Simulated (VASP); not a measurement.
**W: single point with r2SCAN**

W:

```
W
1.0
     0.00000    2.02846    2.02846
     2.02846    0.00000    2.02846
     2.02846    2.02846    0.00000
W
1
Cartesian
  0.0000 0.0000 0.0000
```

This cell differs from its parent crystal: volume scaled by 1.03.

```yaml
Program: VASP 6.6.1
Task: single point
Functional: r2SCAN
Potentials_or_basis: VASP PAW PBE potentials, release 64 (W_sv)
Cutoff: 520 eV
k_mesh: 18 × 18 × 18
Occupations: gaussian, width 0.1 eV
Spin: no spin polarisation
Dipole_correction: no
Further_INCAR_settings: ALGO = Normal; EDIFF = 1e-06; NBANDS = 13
```

```
Pressure               : -7.5 GPa
Band gap on the k mesh : zero (band 7 reaches 13.02 eV, above the bottom of band 8 at 9.54 eV)
```

Levels at points of the mesh, in eV from the Fermi level:
```tsv
k point	band 3	band 4	band 5	band 6	band 7	band 8	band 9	band 10	band 11	band 12
(0.00, 0.00, 0.00)	-38.62	-38.62	-9.40	-0.58	-0.58	-0.58	2.73	2.73	13.33	18.92
(0.50, 0.00, 0.00)	-38.77	-38.77	-5.82	-0.72	-0.72	0.39	5.14	5.14	10.55	12.96
(0.50, 0.50, 0.00)	-39.03	-39.03	-5.60	-4.68	2.90	5.18	5.80	5.80	12.15	12.15
```

Wall time 97 s on 1 thread of Intel Xeon 6975P-C, on a shared host, peak memory 0.17 GiB.

Caveat: the PAW data sets were made with another functional, which shifts forces and pressure a little; spin-orbit coupling is left out, which moves the levels of the heavy elements.
